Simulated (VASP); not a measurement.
A run of VASP 6.6.1 is set up as follows.

The input INCAR:

```
SYSTEM = BaTiO3
PREC = Accurate
ENCUT = 520
EDIFF = 1E-6
ISMEAR = 0
SIGMA = 0.05
LREAL = .False.
LASPH = .True.
NELM = 150
ALGO = Normal
ISIF = 2
LWAVE = .False.
LCHARG = .False.
LMAXMIX = 4
LDAU = .True.
LDAUTYPE = 2
LDAUL = -1 2 -1
LDAUU = 0 4 0
LDAUJ = 0 0 0
LDAUPRINT = 1
GGA = PE
NBANDS = 28
```

The input KPOINTS:

```
regular mesh
0
Gamma
  6 6 6
  0 0 0
```

Contents of POSCAR:

```
BaTiO3
1.0
    4.0082194746      0.0000000000      0.0000000000
    0.0000000000      2.9738463236      2.8859183788
    0.0000000000     -2.9738463236      2.8859183788
Ba Ti O
1 1 3
Direct
    0.0000000000      0.0080771845      0.0080771845
    0.5000000000      0.5197092871      0.5197092871
    0.0000000000      0.4916268390      0.4916268390
    0.5000000000      0.4938075372      0.9829991522
    0.5000000000      0.9829991522      0.4938075372
```

Potentials or basis: VASP PAW PBE potentials, release 64 (Ba_sv, Ti_sv, O).

Command:

```bash
$ cat potpaw_PBE.64/Ba_sv/POTCAR potpaw_PBE.64/Ti_sv/POTCAR potpaw_PBE.64/O/POTCAR > POTCAR
$ mpirun -np 1 vasp_std > vasp.out
```

**Question.** What does it give for the largest force?

**Answer.** 0.173 eV/Å.

**Question.** Predict the band gap on the k mesh.

**Answer.** 2.41 eV, indirect (least direct gap 2.88 eV).

**Question.** What does it give for the pressure?

**Answer.** -1.9 GPa.

Stress tensor (GPa, compression positive):
```
-0.10  0.00  0.00
 0.00 -6.40  0.00
 0.00  0.00  0.78
```

Caveat: the cell differs from its parent crystal (strain +0.0350 x Voigt [0, 1, 0, 0, 0, 0]); spin-orbit coupling is left out, which moves the levels of the heavy elements. A k mesh can miss the band edges.
